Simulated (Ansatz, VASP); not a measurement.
# Cu: VASP beside Ansatz

Contents of POSCAR:

```
Cu
1.0
    0.0000000000      1.8034987776      1.8034987776
    1.8034987776      0.0000000000      1.8034987776
    1.8034987776      1.8034987776      0.0000000000
Cu
1
Direct
    0.0000000000      0.0000000000      0.0000000000
```

Contents of INCAR.step1:

```
SYSTEM = Cu
ALGO     = Normal         ! electronic algorithm
EDIFF    = 1E-4           ! SCF threshold, eV
ENCUT    = 520            ! plane-wave cutoff, eV
GGA      = PE             ! functional
ISMEAR   = -1             ! smearing method
LASPH    = .TRUE.         ! aspherical terms in the spheres
LCHARG   = .FALSE.        ! write CHGCAR
LREAL    = .FALSE.        ! projectors in reciprocal space
LWAVE    = .TRUE.         ! write WAVECAR
NBANDS   = 12             ! bands
NELM     = 100            ! most SCF steps
PREC     = Accurate       ! precision mode
SIGMA    = 0.05           ! smearing width, eV
```

INCAR.step2

```
SYSTEM = Cu
ALGO     = Normal         ! electronic algorithm
EDIFF    = 1E-8           ! SCF threshold, eV
ENCUT    = 520            ! plane-wave cutoff, eV
ISIF     = 2              ! what is computed and relaxed
ISMEAR   = -1             ! smearing method
ISTART   = 1            
LASPH    = .TRUE.         ! aspherical terms in the spheres
LCHARG   = .FALSE.        ! write CHGCAR
LEFG     = .TRUE.       
LMIXTAU  = .TRUE.       
LREAL    = .FALSE.        ! projectors in reciprocal space
LWAVE    = .FALSE.        ! write WAVECAR
METAGGA  = R2SCAN         ! meta-GGA
NBANDS   = 12             ! bands
NELM     = 100            ! most SCF steps
PREC     = Accurate       ! precision mode
SIGMA    = 0.05           ! smearing width, eV
```

Contents of KPOINTS:

```
k-points
0
G
  17 17 17
  0 0 0
```

Input for Ansatz:

```yaml
crystal:
  lattice:
    - [0.0, 1.8034987776, 1.8034987776]
    - [1.8034987776, 0.0, 1.8034987776]
    - [1.8034987776, 1.8034987776, 0.0]
  atoms:
    - { symbol: Cu, position: [0.0, 0.0, 0.0] }
kpoints:
  mp_grid: { grid: [17, 17, 17] }
scf:
  occupations: { method: fermi_dirac, width: 0.05 }
hamiltonian:
  xc: r2scan
  pseudopotentials: { kind: paw }
output:
  forces: true
  stress: true
  eigenvalues: true
  efg: { contact_densities: true }
```

Change from the starting cell: volume scaled by 1.025, PAW files.

Alike in both runs: task electric field gradients; functional r2SCAN; k mesh 17 × 17 × 17; occupations fermi-dirac, width 0.05 eV; no spin polarisation.

|  | VASP | Ansatz |
| --- | --- | --- |
| version | VASP 6.6.1 | Ansatz 0.2.0 |
| potentials or method | VASP PAW PBE potentials, release 64 (Cu) | PAW with Ansatz's default frozen-core files, scalar-relativistic |
| plane-wave cutoff (eV) | 520 | 500 |
| valence electrons in the cell | 11 | 19 |

|  | VASP | Ansatz | Ansatz less VASP |
| --- | --- | --- | --- |
| pressure (GPa) | -3.4 | -4.0 | -0.65 |

VASP's potentials were made for PBE, not for r2SCAN. With one functional, cell and mesh, what is left measures potentials, basis and numerics. VASP's potentials hold 11 valence electrons a cell and Ansatz's 19, so a difference there can come from the potentials and not from the codes.
